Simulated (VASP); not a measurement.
# BeZn3Te4 in VASP: further runs

The runs below take BeZn3Te4 through single point, with PBE.

Program: VASP 6.6.1. These are calculated values, not measurements. Logs are shortened: lines on timing, memory, paths and dates and some standing lists are left out, and cuts for length are marked.

## (1) The cell of the first run

The structure is cubic, space group P-43m (No. 215). Conventional cell: a = 6.048 Å, b = 6.048 Å, c = 6.048 Å, α = 90.00°, β = 90.00°, γ = 90.00°. Be (site symmetry -43m) has 4 Te at 2.49 Å within 3.3 Å. Zn (site symmetry -42m) has 4 Te at 2.66 Å within 3.5 Å. Te (site symmetry 3m) has 1 Be at 2.49 Å and 3 Zn at 2.66 Å within 3.3 Å.

## (2) Single point, PBE

INCAR

```
  ALGO = Normal
  EDIFF = 1E-6
  ENCUT = 520
  GGA = PE
  ISIF = 2
  ISMEAR = 0
  LASPH = True
  LCHARG = True
  LELF = True
  LREAL = False
  LVHAR = True
  LWAVE = False
  NBANDS = 41
  NELM = 60
  PREC = Accurate
  SIGMA = 0.1
```

KPOINTS

```
k-points
0
Gamma
  2 2 2
```

POSCAR

```
BeZn3Te4
1.0
    6.0482720000      0.0000000000      0.0000000000
    0.0000000000      6.0482720000      0.0000000000
    0.0000000000      0.0000000000      6.0482720000
Be Zn Te
1 3 4
Direct
    0.5000000000      0.5000000000      0.5000000000
    0.0000000000      0.0000000000      0.5000000000
    0.0000000000      0.5000000000      0.0000000000
    0.5000000000      0.0000000000      0.0000000000
    0.2623040000      0.2623040000      0.2623040000
    0.2623040000      0.7376960000      0.7376960000
    0.7376960000      0.2623040000      0.7376960000
    0.7376960000      0.7376960000      0.2623040000
```

Potentials or basis: VASP PAW PBE potentials, release 64 (Be, Zn, Te).

Started as:

```sh
$ cat potpaw_PBE.64/Be/POTCAR potpaw_PBE.64/Zn/POTCAR potpaw_PBE.64/Te/POTCAR > POTCAR
$ mpirun -np 1 vasp_std > vasp.out
```

OUTCAR:

```text
EDIFF = 1E-6
   ENCUT = 520
   GGA = PE
   ISIF = 2
   ISMEAR = 0
   LASPH = True
   LREAL = False
   NELM = 60
   PREC = Accurate

 ion  position               nearest neighbor table
   1  0.500  0.500  0.500-   5 2.49   6 2.49   7 2.49   8 2.49
   2  0.000  0.000  0.500-   5 2.66   6 2.66   7 2.66   8 2.66
   3  0.000  0.500  0.000-   5 2.66   6 2.66   7 2.66   8 2.66
   4  0.500  0.000  0.000-   5 2.66   6 2.66   7 2.66   8 2.66
   5  0.262  0.262  0.262-   1 2.49   2 2.66   3 2.66   4 2.66
   6  0.262  0.738  0.738-   1 2.49   2 2.66   3 2.66   4 2.66
   7  0.738  0.262  0.738-   1 2.49   2 2.66   3 2.66   4 2.66
   8  0.738  0.738  0.262-   1 2.49   2 2.66   3 2.66   4 2.66

  LATTYP: Found a simple cubic cell.
 ALAT       =     6.0482720000

  Lattice vectors:

 A1 = (   6.0482720000,   0.0000000000,   0.0000000000)
 A2 = (   0.0000000000,   6.0482720000,   0.0000000000)
 A3 = (   0.0000000000,   0.0000000000,   6.0482720000)

Analysis of symmetry for initial positions (statically):
=====================================================================
 Subroutine PRICEL returns:
 Original cell was already a primitive cell.

 Routine SETGRP: Setting up the symmetry group for a
 simple cubic supercell.

 Subroutine GETGRP returns: Found 24 space group operations
 (whereof 24 operations were pure point group operations)
 out of a pool of 48 trial point group operations.

The static configuration has the point symmetry T_d .

Analysis of symmetry for dynamics (positions and initial velocities):
=====================================================================
 Subroutine PRICEL returns:
 Original cell was already a primitive cell.

 Routine SETGRP: Setting up the symmetry group for a
 simple cubic supercell.

 Subroutine GETGRP returns: Found 24 space group operations
 (whereof 24 operations were pure point group operations)
 out of a pool of 48 trial point group operations.

The dynamic configuration has the point symmetry T_d .

 Subroutine INISYM returns: Found 24 space group operations
 (whereof 24 operations are pure point group operations),
 and found     1 'primitive' translations

----------------------------------------------------------------------------------------

                                     Primitive cell

  volume of cell :     221.2554

  direct lattice vectors                    reciprocal lattice vectors
     6.048272000  0.000000000  0.000000000     0.165336480  0.000000000  0.000000000
     0.000000000  6.048272000  0.000000000     0.000000000  0.165336480  0.000000000
     0.000000000  0.000000000  6.048272000     0.000000000  0.000000000  0.165336480

  length of vectors
     6.048272000  6.048272000  6.048272000     0.165336480  0.165336480  0.165336480

  position of ions in fractional coordinates (direct lattice)
     0.500000000  0.500000000  0.500000000
     0.000000000  0.000000000  0.500000000
     0.000000000  0.500000000  0.000000000
     0.500000000  0.000000000  0.000000000
     0.262304000  0.262304000  0.262304000
     0.262304000  0.737696000  0.737696000
     0.737696000  0.262304000  0.737696000
     0.737696000  0.737696000  0.262304000

  ion indices of the primitive-cell ions
   primitive index   ion index
                 1           1
                 2           2
                 3           3
                 4           4
                 5           5
                 6           6
                 7           7
                 8           8

----------------------------------------------------------------------------------------

 KPOINTS: k-points

Automatic generation of k-mesh.
 Grid dimensions read from file:
 generate k-points for:    2    2    2

 Generating k-lattice:

  Cartesian coordinates                     Fractional coordinates (reciprocal lattice)
     0.082668240  0.000000000  0.000000000     0.500000000  0.000000000  0.000000000
     0.000000000  0.082668240  0.000000000     0.000000000  0.500000000  0.000000000
     0.000000000  0.000000000  0.082668240     0.000000000  0.000000000  0.500000000

  Length of vectors
     0.082668240  0.082668240  0.082668240

  Shift w.r.t. Gamma in fractional coordinates (k-lattice)
     0.000000000  0.000000000  0.000000000

 Subroutine IBZKPT returns following result:
 ===========================================

 Found      4 irreducible k-points:

 Following reciprocal coordinates:
            Coordinates               Weight
  0.000000  0.000000  0.000000      1.000000
  0.500000  0.000000  0.000000      3.000000
  0.500000  0.500000  0.000000      3.000000
  0.500000  0.500000  0.500000      1.000000
   k-points           NKPTS =      4   k-points in BZ     NKDIM =      4   number of bands    NBANDS=     41
   number of dos      NEDOS =    301   number of ions     NIONS =      8
   total plane-waves  NPLWV = 110592
   dimension x,y,z NGX =    48 NGY =   48 NGZ =   48
   dimension x,y,z NGXF=    96 NGYF=   96 NGZF=   96
   ions per type =               1   3   4
   NGX,Y,Z   is equivalent  to a cutoff of  13.19, 13.19, 13.19 a.u.
   NGXF,Y,Z  is equivalent  to a cutoff of  26.39, 26.39, 26.39 a.u.
 SYSTEM =  unknown system
   PREC   = accura    normal or accurate (medium, high low for compatibility)
   ISTART =      0    job   : 0-new  1-cont  2-samecut
   ICHARG =      2    charge: 1-file 2-atom 10-const
   ISPIN  =      1    spin polarized calculation?
   LNONCOLLINEAR =      F non collinear calculations
   LSORBIT =      F    spin-orbit coupling
   LASPH  =      T    aspherical Exc in radial PAW
   ENCUT  =  520.0 eV  38.22 Ry    6.18 a.u.  11.25 11.25 11.25*2*pi/ulx,y,z
   NELM   =     60;   NELMIN=  2; NELMDL= -5     # of ELM steps
   EDIFF  = 0.1E-05   stopping-criterion for ELM
   LREAL  =      F    real-space projection
   EDIFFG = 0.1E-04   stopping-criterion for IOM
   NSW    =      0    number of steps for IOM
   IBRION =     -1    ionic relax: 0-MD 1-quasi-New 2-CG
   NFREE  =      0    steps in history (QN), initial steepest desc. (CG)
   ISIF   =      2    stress and relaxation
   ISYM   =      2    0-nonsym 1-usesym 2-fastsym
   POTIM  = 0.5000    time-step for ionic-motion
   TEBEG  =    0.0;   TEEND  =   0.0 temperature during run
   PSTRESS=    0.0 pullay stress
   NELECT =      62.0000    total number of electrons
   NUPDOWN=      -1.0000    fix difference up-down
   EMIN   =  10.00;   EMAX   =-10.00  energy-range for DOS
   EFERMI =   0.00;   METHOD = LEGACY
   ISMEAR =     0;   SIGMA  =   0.10  broadening in eV -4-tet -1-fermi 0-gaus
   EFERMI_NEDOS =   21; number of points for ismear=-14 and -15
   IALGO  =     38    algorithm
   IMIX   =      4    mixing-type and parameters
     AMIX     =   0.40;   BMIX     =  1.00
     AMIX_MAG =   1.60;   BMIX_MAG =  1.00
  volume/ion in A,a.u.               =      27.66       186.64
  Fermi-wavevector in a.u.,A,eV,Ry     =   1.071291  2.024446 15.614919  1.147664
  Thomas-Fermi vector in A             =   2.207027
   LORBIT       =      0    0 simple, 1 ext, 2 COOP (PROOUT), +10 PAW based schemes
   GGA     = PE    functional components
   LHFCALC =     F    Hartree Fock is set to
   AEXX    =    0.0000 exact exchange contribution
   IVDW    =     0    specifies the selected vdW correction
   LEPSILON=     F    determine dielectric tensor
   LRPA    =     F    only Hartree local field effects (RPA)
 non-spin polarized calculation
 Gauss-broadening in eV      SIGMA  =   0.10
  energy-cutoff  :      520.00
  volume of cell :      221.26
 maximum number of plane-waves:      6031
 NGX is ok and might be reduce to    48
   NGX = 23   NGY = 23   NGZ = 23

 number of electron      62.0000072 magnetization

 Free energy of the ion-electron system (eV)
  ---------------------------------------------------
  ext. energy  EPLUGINS =         0.00000000
  ---------------------------------------------------
  free energy    TOTEN  =       -22.71161099 eV

  energy without entropy =      -22.71161099  energy(sigma->0) =      -22.71161099

 E-fermi :   3.8417     XC(G=0):  -8.8392

 val. band max:        3.3372197486   @ k =   0.0000   0.0000   0.0000
 cond. band min:       4.9406338490   @ k =   0.0000   0.0000   0.0000
 fundamental gap:      1.6034141004
 Fermi energy:         3.8417416698

 k-point     1 :       0.0000    0.0000    0.0000
  band No.  band energies     occupation
      1      -8.3610      2.00000
      2      -7.1025      2.00000
      3      -7.1025      2.00000
      4      -7.1025      2.00000
      5      -3.4593      2.00000
      6      -3.4593      2.00000
[... 33 lines left out ...]
     40       7.5933      0.00000
     41       7.5933      0.00000

 k-point     2 :       0.5000    0.0000    0.0000
  band No.  band energies     occupation
      1      -7.8849      2.00000
      2      -7.7392      2.00000
      3      -7.0948      2.00000
      4      -7.0948      2.00000
      5      -3.4726      2.00000
      6      -3.4642      2.00000
[... 33 lines left out ...]
     40       8.7506      0.00000
     41       8.7506      0.00000

 k-point     3 :       0.5000    0.5000    0.0000
  band No.  band energies     occupation
      1      -7.5624      2.00000
      2      -7.4589      2.00000
      3      -7.4589      2.00000
      4      -7.3802      2.00000
      5      -3.4407      2.00000
      6      -3.4311      2.00000
[... 33 lines left out ...]
     40       8.8692      0.00000
     41       9.2463      0.00000

 k-point     4 :       0.5000    0.5000    0.5000
  band No.  band energies     occupation
      1      -7.4754      2.00000
      2      -7.4236      2.00000
      3      -7.4236      2.00000
      4      -7.4236      2.00000
      5      -3.4395      2.00000
      6      -3.4395      2.00000
[... 33 lines left out ...]
     40       8.2119      0.00000
     41       8.6083      0.00000

------------------------ aborting loop because EDIFF is reached ----------------------------------------

  FORCE on cell =-STRESS in cart. coord.  units (eV):
  Direction    XX          YY          ZZ          XY          YZ          ZX
  --------------------------------------------------------------------------------------
  -------------------------------------------------------------------------------------
  Total        0.6235099      0.6235099      0.6235099      0.0000000      0.0000000     -0.0000000
  in kB        4.5150232      4.5150232      4.5150232      0.0000000      0.0000000     -0.0000000
  external PRESSURE =       4.5150232 kB  Pullay stress =       0.0000000 kB

 VOLUME and BASIS-vectors are now :
 -----------------------------------------------------------------------------
  energy-cutoff  :      520.00
  volume of cell :      221.26
      direct lattice vectors                 reciprocal lattice vectors
     6.048272000  0.000000000  0.000000000     0.165336480  0.000000000  0.000000000
     0.000000000  6.048272000  0.000000000     0.000000000  0.165336480  0.000000000
     0.000000000  0.000000000  6.048272000     0.000000000  0.000000000  0.165336480

 POSITION                                       TOTAL-FORCE (eV/Angst)
 -----------------------------------------------------------------------------------
      3.02414      3.02414      3.02414         0.000000      0.000000      0.000000
      0.00000      0.00000      3.02414         0.000000      0.000000      0.000000
      0.00000      3.02414      0.00000         0.000000      0.000000      0.000000
      3.02414      0.00000      0.00000         0.000000      0.000000      0.000000
      1.58649      1.58649      1.58649        -0.009051     -0.009051     -0.009051
      1.58649      4.46179      4.46179        -0.009051      0.009051      0.009051
      4.46179      1.58649      4.46179         0.009051     -0.009051      0.009051
      4.46179      4.46179      1.58649         0.009051      0.009051     -0.009051
 -----------------------------------------------------------------------------------
    total drift:                                0.000000      0.000000      0.000000

  FREE ENERGIE OF THE ION-ELECTRON SYSTEM (eV)
  ---------------------------------------------------
  free  energy   TOTEN  =       -22.7116109910 eV

  energy  without entropy=      -22.7116109910  energy(sigma->0) =      -22.71161099
```

Wall time 48 s (1 thread of Intel Xeon Platinum 8488C (Sapphire Rapids), shared host); peak memory 0.32 GiB.

Results:

```
Free energy            : -22.7116 eV
Pressure               : 0.5 GPa
Largest force          : 0.016 eV/Å
Band gap on the k mesh : 1.60 eV
```

Forces in eV/Å, atoms in the order of the input:
```
Be   0.000  0.000  0.000
Zn   0.000  0.000  0.000
Zn   0.000  0.000  0.000
Zn   0.000  0.000  0.000
Te  -0.009 -0.009 -0.009
Te  -0.009  0.009  0.009
Te   0.009 -0.009  0.009
Te   0.009  0.009 -0.009
```

Caveat: the k points lie up to 0.52 Å⁻¹ apart; spin-orbit coupling is left out, which moves the levels of the heavy elements.

## (3) Single point, PBE

This run uses another cell than the first one, of 27.87 Å³/atom.

INCAR

```
ALGO = Normal ; EDIFF = 1E-6
ENCUT = 520 ; GGA = PE
ISIF = 2 ; ISMEAR = 0
LASPH = T ; LCHARG = T
LELF = T ; LREAL = F
LVHAR = T ; LWAVE = F
NBANDS = 41 ; NELM = 100
PREC = Accurate ; SIGMA = 0.1
```

KPOINTS is that of step 2.

POSCAR

```
BeZn3Te4
1.0
    6.0637006426      0.0000474254     -0.0006867318
    0.0000487996      6.0644728847      0.0006114110
   -0.0006760161      0.0006175999      6.0638091411
Be Zn Te
1 3 4
Direct
    0.5001044948      0.4999676455      0.4999979881
   -0.0001361891     -0.0000962661      0.5000013581
    0.0001051075      0.5000765042      0.0000762088
    0.4998502633      0.0001348535     -0.0000829605
    0.2620711512      0.2620330836      0.2621944283
    0.2621298500      0.7378666938      0.7378553352
    0.7380232305      0.2620864060      0.7379856755
    0.7378520919      0.7379310794      0.2619719664
```

Potentials or basis: VASP PAW PBE potentials, release 64 (Be, Zn, Te).

Started as:

```sh
$ cat potpaw_PBE.64/Be/POTCAR potpaw_PBE.64/Zn/POTCAR potpaw_PBE.64/Te/POTCAR > POTCAR
$ mpirun -np 1 vasp_std > vasp.out
```

Wall time 81 s (1 thread of Intel Xeon Platinum 8488C (Sapphire Rapids), shared host); peak memory 0.34 GiB.

Results (log left out):

- Free energy: -22.7146 eV
- Pressure: 0.1 GPa
- Band gap on the k mesh: 1.56 eV

Levels at points of the mesh, in eV from the valence-band top:
```
           k point  band 28  band 29  band 30  band 31  band 32  band 33  band 34  band 35
(0.00, 0.00, 0.00)    -2.02     0.00     0.00     0.00     1.56     2.03     2.03     2.39
(0.50, 0.00, 0.00)    -1.44    -1.43    -1.07    -1.06     2.64     2.75     3.56     3.64
(0.00, 0.50, 0.00)    -1.44    -1.43    -1.07    -1.06     2.64     2.75     3.56     3.64
(0.50, 0.50, 0.00)    -1.09    -1.09    -0.97    -0.56     2.72     3.43     3.43     3.61
(0.00, 0.00, 0.50)    -1.44    -1.44    -1.06    -1.06     2.64     2.75     3.56     3.64
(0.50, 0.00, 0.50)    -1.09    -1.09    -0.97    -0.56     2.72     3.43     3.44     3.61
(0.00, 0.50, 0.50)    -1.09    -1.09    -0.97    -0.56     2.72     3.43     3.44     3.61
(0.50, 0.50, 0.50)    -0.75    -0.75    -0.67    -0.67     1.76     1.76     1.76     2.48
```

Caveat: the k points lie up to 0.52 Å⁻¹ apart; spin-orbit coupling is left out, which moves the levels of the heavy elements.

## (4) Single point, PBE

INCAR

```
SYSTEM = BeZn3Te4
  ALGO = Normal
  EDIFF = 1E-6
  ENCUT = 520
  GGA = PE
  ISIF = 2
  ISMEAR = 0
  LASPH = .True.
  LCHARG = .True.
  LELF = .True.
  LREAL = .False.
  LVHAR = .True.
  LWAVE = .False.
  NBANDS = 41
  NELM = 100
  PREC = Accurate
  SIGMA = 0.1
```

KPOINTS

```
k-points
0
Gamma
  4 4 4
  0 0 0
```

POSCAR

```
BeZn3Te4
1.0
    6.0482720000      0.0000000000      0.0000000000
    0.0000000000      6.0482720000      0.0000000000
    0.0000000000      0.0000000000      6.0482720000
Be Zn Te
1 3 4
Direct
    0.5000000000      0.5000000000      0.5000000000
    0.0000000000      0.0000000000      0.5000000000
    0.0000000000      0.5000000000      0.0000000000
    0.5000000000      0.0000000000      0.0000000000
    0.2623040000      0.2623040000      0.2623040000
    0.2623040000      0.7376960000      0.7376960000
    0.7376960000      0.2623040000      0.7376960000
    0.7376960000      0.7376960000      0.2623040000
```

Started as:

```sh
$ cat potpaw_PBE.64/Be/POTCAR potpaw_PBE.64/Zn/POTCAR potpaw_PBE.64/Te/POTCAR > POTCAR
$ mpirun -np 1 vasp_std > vasp.out
```

It took 91 s on 1 thread of Intel Xeon Platinum 8488C (Sapphire Rapids), shared host; peak memory 0.36 GiB.

Results (log left out):

```
Free energy            : -23.0714 eV
Pressure               : 0.1 GPa
Largest force          : 0.015 eV/Å
Band gap on the k mesh : 1.62 eV
```

Forces in eV/Å, atoms in the order of the input:
```
Be   0.000  0.000  0.000
Zn   0.000  0.000  0.000
Zn   0.000  0.000  0.000
Zn   0.000  0.000  0.000
Te  -0.008 -0.008 -0.008
Te  -0.008  0.008  0.008
Te   0.008 -0.008  0.008
Te   0.008  0.008 -0.008
```

Levels at points of the mesh, in eV from the valence-band top:
| k point | band 27 | band 28 | band 29 | band 30 | band 31 | band 32 | band 33 | band 34 | band 35 | band 36 |
| --- | --- | --- | --- | --- | --- | --- | --- | --- | --- | --- |
| (0.00, 0.00, 0.00) | -2.04 | -2.04 | 0.00 | 0.00 | 0.00 | 1.62 | 2.03 | 2.03 | 2.40 | 2.40 |
| (0.50, 0.00, 0.00) | -2.66 | -1.45 | -1.45 | -1.07 | -1.07 | 2.65 | 2.76 | 3.59 | 3.66 | 4.51 |
| (0.50, 0.50, 0.00) | -2.39 | -1.10 | -1.10 | -0.98 | -0.56 | 2.74 | 3.47 | 3.47 | 3.62 | 5.13 |
| (0.50, 0.50, 0.50) | -0.75 | -0.75 | -0.75 | -0.67 | -0.67 | 1.78 | 1.78 | 1.78 | 2.51 | 4.70 |

Caveat: spin-orbit coupling is left out, which moves the levels of the heavy elements.

## (5) Single point, PBE

INCAR

```
SYSTEM = BeZn3Te4
PREC = Accurate
ENCUT = 520
EDIFF = 1E-7
ISMEAR = 0
SIGMA = 0.02
LREAL = .False.
LASPH = .True.
NELM = 80
ALGO = Normal
ISIF = 2
LWAVE = .False.
LCHARG = .False.
GGA = PE
NBANDS = 41
```

KPOINTS

```
Automatic mesh
0
Gamma
  6 6 6
  0 0 0
```

POSCAR is that of step 4.

Started as:

```sh
$ cat potpaw_PBE.64/Be/POTCAR potpaw_PBE.64/Zn/POTCAR potpaw_PBE.64/Te/POTCAR > POTCAR
$ mpirun -np 1 vasp_std > vasp.out
```

Wall time 3 min (1 thread of Intel Xeon Platinum 8488C (Sapphire Rapids), shared host); peak memory 0.42 GiB.

Results (log left out):

```yaml
Free_energy: -23.0767 eV
Pressure: 0.1 GPa
Largest_force: 0.014 eV/Å
Band_gap_on_the_k_mesh: 1.62 eV
```

Forces on the atoms (eV/Å):
```
Be   0.000  0.000  0.000
Zn   0.000  0.000  0.000
Zn   0.000  0.000  0.000
Zn   0.000  0.000  0.000
Te  -0.008 -0.008 -0.008
Te  -0.008  0.008  0.008
Te   0.008 -0.008  0.008
Te   0.008  0.008 -0.008
```

Levels at points of the mesh, in eV from the valence-band top:
```
           k point  band 27  band 28  band 29  band 30  band 31  band 32  band 33  band 34  band 35  band 36
(0.00, 0.00, 0.00)    -2.03    -2.03     0.00     0.00     0.00     1.62     2.03     2.03     2.40     2.40
(0.50, 0.00, 0.00)    -2.66    -1.45    -1.45    -1.07    -1.07     2.65     2.76     3.59     3.66     4.51
(0.50, 0.50, 0.00)    -2.39    -1.10    -1.10    -0.98    -0.56     2.74     3.47     3.47     3.63     5.13
(0.50, 0.50, 0.50)    -0.75    -0.75    -0.75    -0.67    -0.67     1.79     1.79     1.79     2.51     4.70
```

Caveat: spin-orbit coupling is left out, which moves the levels of the heavy elements. A k mesh can miss the band edges.

## (6) Summary

```tsv
cell	k mesh	smearing	gap on the mesh (eV)	pressure (GPa)	largest force (eV/Å)
a = 6.048 Å, 8 atoms, atomic positions A	2 × 2 × 2	gaussian 0.1 eV	1.60	0.5	0.02
a = 6.064, b = 6.064 Å, 8 atoms, atomic positions B	2 × 2 × 2	gaussian 0.1 eV	1.56	0.1	-
a = 6.048 Å, 8 atoms, atomic positions A	4 × 4 × 4	gaussian 0.1 eV	1.62	0.1	0.01
a = 6.048 Å, 8 atoms, atomic positions A	6 × 6 × 6	gaussian 0.02 eV	1.62	0.1	0.01
```

Alike in all rows: task single point; level PBE; potentials or basis VASP PAW PBE potentials, release 64 (Be, Zn, Te); no spin polarisation; cutoff (eV) 520.

Caveats: some runs use coarse meshes; spin-orbit coupling is left out, which moves the levels of the heavy elements.

Absolute energies hang on the potentials; compare differences alone.
